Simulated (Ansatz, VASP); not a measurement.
# HfB in VASP and in Ansatz

```
Hf B
1.0
     0.00000    2.30227    2.30227
     2.30227    0.00000    2.30227
     2.30227    2.30227    0.00000
Hf B
1 1
Cartesian
  2.3023 2.3023 2.3023
  0.0000 0.0000 0.0000
```

Change from the starting cell: volume scaled by 0.99, crystal datasets.

Alike in both runs: task electric field gradients; functional LDA; k mesh 15 × 15 × 15; occupations fermi-dirac, width 0.05 eV; no spin polarisation.

|  | VASP | Ansatz |
| --- | --- | --- |
| version | VASP 6.6.1 | Ansatz 0.2.0 |
| potentials or method | VASP PAW LDA potentials, release 64 (Hf_pv, B), cutoff 520 eV | all-electron PAW with datasets made for the crystal, scalar-relativistic |

Ansatz gave:

```
pressure (GPa) : 20.9
```

Which values does VASP return?

Pressure (GPa): 22.7.

LDA's correlation is that of Perdew and Zunger in VASP and of Perdew and Wang (1992) in Ansatz. Ansatz ran all-electron here, and VASP with PAW potentials.

Spin-orbit coupling is off throughout.
